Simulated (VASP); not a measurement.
Runs of VASP 6.6.1 on Hf. The structure is that of space group Im-3m (No. 229), or close to it. The cells are those of the table. This isn't the form of Hf at room conditions, which is hcp.

| cell | k mesh | gap on the mesh (eV) | pressure (GPa) |
| --- | --- | --- | --- |
| a = 2.668 Å, angles 109.5°, 1 atom | 18 × 18 × 18 | none | (b) |
| a = 2.608 Å, angles 109.5°, 1 atom | 18 × 18 × 18 | none | 98.9 |
| a = 2.745 Å, angles 109.5°, 1 atom | 18 × 18 × 18 | none | 49.0 |
| a = 2.753 Å, angles 109.5°, 1 atom | 8 × 8 × 8 | none | 48.6 |
| a = 2.826 Å, angles 109.5°, 1 atom | 18 × 18 × 18 | none | (a) |
| a = 3.028 Å, angles 109.5°, 1 atom | 18 × 18 × 18 | none | -0.8 |

Alike in all rows: task single point; level PBEsol; potentials or basis VASP PAW PBE potentials, release 64 (Hf_pv); no spin polarisation; cutoff (eV) 500; smearing gaussian 0.1 eV.

Q: Fill in the values left out.

A: (a) 29.0; (b) 73.9.

Caveats: the PAW data sets were made with another functional, which shifts forces and pressure a little; spin-orbit coupling is left out, which moves the levels of the heavy elements; the cell stands under pressure (at least some runs).

A k mesh can miss the band edges, and the runs leave out spin-orbit coupling on Hf.

A gap of «none» marks levels without a gap at the run's occupations.
